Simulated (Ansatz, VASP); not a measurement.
**One calculation of CuSi16Ni16, two programs**

```
Si Ni Cu
1.0
    -5.13841    3.39706    5.59850
     5.13841   -3.39706    5.59850
     5.13841    3.39706   -5.59850
Si Ni Cu
16 16 1
Direct
  0.16893 0.20258 0.78437
  0.18951 0.69611 0.25728
  0.67590 0.21206 0.28691
  0.66355 0.70701 0.79422
  0.33204 0.29237 0.20460
  0.34535 0.78818 0.75918
  0.83845 0.29238 0.71102
  0.77968 0.78818 0.19357
  0.35011 0.14970 0.55031
  0.33339 0.62195 0.03930
  0.83441 0.12210 0.03838
  0.82942 0.61138 0.53265
  0.16394 0.38080 0.44947
  0.16756 0.88132 0.96726
  0.68205 0.38083 0.96756
  0.66481 0.88137 0.46452
  0.47715 0.10475 0.88399
  0.47678 0.59373 0.38676
  0.97148 0.10475 0.37828
  0.95768 0.59373 0.86764
  0.03773 0.40330 0.11628
  0.01746 0.89460 0.62790
  0.54037 0.40557 0.61589
  0.52699 0.91330 0.13700
  0.03713 0.41379 0.63214
  0.02616 0.91361 0.11961
  0.53236 0.41378 0.12737
  0.54464 0.91357 0.63814
  0.47135 0.09521 0.37457
  0.45993 0.56408 0.85486
  0.96917 0.08961 0.87112
  0.96512 0.58377 0.36934
  0.16410 0.88478 0.47127
```

Alike in both runs: functional PBE; k mesh 1 × 1 × 1; occupations methfessel-paxton of order 1, width 0.1 eV; no spin polarisation.

Ansatz relaxed the structure, and its values are those at the end. VASP's run is a single point on that final structure, the one shown.

|  | VASP | Ansatz |
| --- | --- | --- |
| version | VASP 6.6.1 | Ansatz 0.2.0 |
| potentials or method | VASP PAW PBE potentials, release 64 (Si, Ni, Cu), cutoff 520 eV | plane-wave PAW DFT |
| valence electrons in the cell | 235 | 371 |

Ansatz gave:

* rms of the force components (eV/Å): 0.005

**Question.** Estimate VASP's values.

**Answer.** rms of the force components (eV/Å): 0.009.

VASP's potentials hold 235 valence electrons a cell and Ansatz's 371, so a difference there can come from the potentials and not from the codes.
